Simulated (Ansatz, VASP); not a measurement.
KF: VASP beside Ansatz

```
K F
1.0
    -0.08130    2.66924    2.66924
     2.66924   -0.08130    2.66924
     2.66924    2.66924   -0.08130
K F
1 1
Cartesian
  0.0000 0.0000 0.0000
  2.6286 2.6286 2.6286
```

Change from the starting cell: equal xy, yz and zx shear strains of -3 %.

Alike in both runs: task single point; functional PBE; k mesh 16 × 16 × 16; occupations fermi-dirac, width 0.08 eV; no spin polarisation.

```csv
,VASP,Ansatz
version,VASP 6.6.1,Ansatz 0.2.0
potentials or method,"VASP PAW PBE potentials, release 64 (K_sv, F), cutoff 520 eV","all-electron LAPW, scalar-relativistic"
```

Ansatz gave:

```
gap on the k mesh at the Fermi level (eV)                     : 5.93
pressure (GPa)                                                : 0.0
traceless stress, the component that is largest in VASP (GPa) : 0.38
```

**Question.** Estimate VASP's values.

**Answer.** gap on the k mesh at the Fermi level (eV): 5.91; pressure (GPa): 0.0; traceless stress, the component that is largest in VASP (GPa): 0.37.

Ansatz ran all-electron here, and VASP with PAW potentials.
